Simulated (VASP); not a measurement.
Input of a VASP 6.6.1 run:

Contents of POSCAR:

```
MgB2
1.0
    3.0850000000      0.0000000000      0.0000000000
   -1.5425000000      2.6716883707      0.0000000000
    0.0000000000      0.0000000000      3.5230000000
Mg B
1 2
Direct
    0.0000000000      0.0000000000      0.0000000000
    0.6666666667      0.3333333333      0.5000000000
    0.3333333333      0.6666666667      0.5000000000
```

Contents of INCAR.step1:

```
SYSTEM = MgB2
PREC = Accurate
ENCUT = 520
ISMEAR = -1
SIGMA = 0.05
LREAL = .FALSE.
LASPH = .TRUE.
NELM = 100
NBANDS = 11
GGA = PE
ALGO = Normal
EDIFF = 1E-4
LWAVE = .TRUE.
LCHARG = .FALSE.
```

The input INCAR.step2:

```
SYSTEM = MgB2
PREC = Accurate
ENCUT = 520
EDIFF = 1E-6
ISMEAR = -1
SIGMA = 0.05
LREAL = .FALSE.
LASPH = .TRUE.
NELM = 100
ALGO = Normal
ISIF = 2
LWAVE = .FALSE.
LCHARG = .FALSE.
METAGGA = R2SCAN
LMIXTAU = .TRUE.
NBANDS = 11
ISTART = 1
```

KPOINTS

```
Automatic mesh
0
G
  10 10 8
  0 0 0
```

Potentials or basis: VASP PAW PBE potentials, release 64 (Mg, B).

Command:

```sh
$ cat potpaw_PBE.64/Mg/POTCAR potpaw_PBE.64/B/POTCAR > POTCAR
$ cp INCAR.step1 INCAR
$ mpirun -np 1 vasp_std > vasp.out
$ cp INCAR.step2 INCAR
$ mpirun -np 1 vasp_std > vasp.out
```

Question: Estimate the pressure.

Answer: -2.5 GPa.

Question: Predict the band gap on the k mesh.

Answer: Zero (band 4 reaches 6.46 eV, above the bottom of band 5 at 3.91 eV).

Stress tensor (GPa, compression positive):
```
-2.42  0.00  0.00
 0.00 -2.42  0.00
 0.00  0.00 -2.65
```

Caveat: the PAW data sets were made with another functional, which shifts forces and pressure a little.
